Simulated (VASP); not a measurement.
A run of VASP 6.6.1:

INCAR

```
ALGO = Normal ; EDIFF = 1E-7
ENCUT = 520 ; GGA = PS
ISIF = 2 ; ISMEAR = -1
LASPH = T ; LCHARG = T
LELF = T ; LREAL = F
LVHAR = T ; LWAVE = F
NBANDS = 16 ; NELM = 100
PREC = Accurate ; SIGMA = 0.05
```

File KPOINTS:

```
k-points
0
Gamma
  14 14 4
```

POSCAR

```
C
1.0
    2.4913039830      0.0000000000      0.0000000000
   -1.2456519915      2.1575325378      0.0000000000
    0.0000000000      0.0000000000      7.2705972696
C
4
Direct
    1.0000000000      1.0000000000      0.2500000000
    0.0000000000      0.0000000000      0.7500000000
    0.3333333333      0.6666666667      0.2500000000
    0.6666666667      0.3333333333      0.7500000000
```

Potentials or basis: VASP PAW PBE potentials, release 64 (C).

Run with:

```console
$ cat potpaw_PBE.64/C/POTCAR > POTCAR
$ mpirun -np 1 vasp_std > vasp.out
```

Hardware: 1 thread of Intel Xeon 6975P-C, on a shared host.

Estimate the wall time of this run.

Wall time 70 s on 1 thread of Intel Xeon 6975P-C, with other jobs on the host, peak memory 0.17 GiB. Counts: scf iterations 14, k points 72.
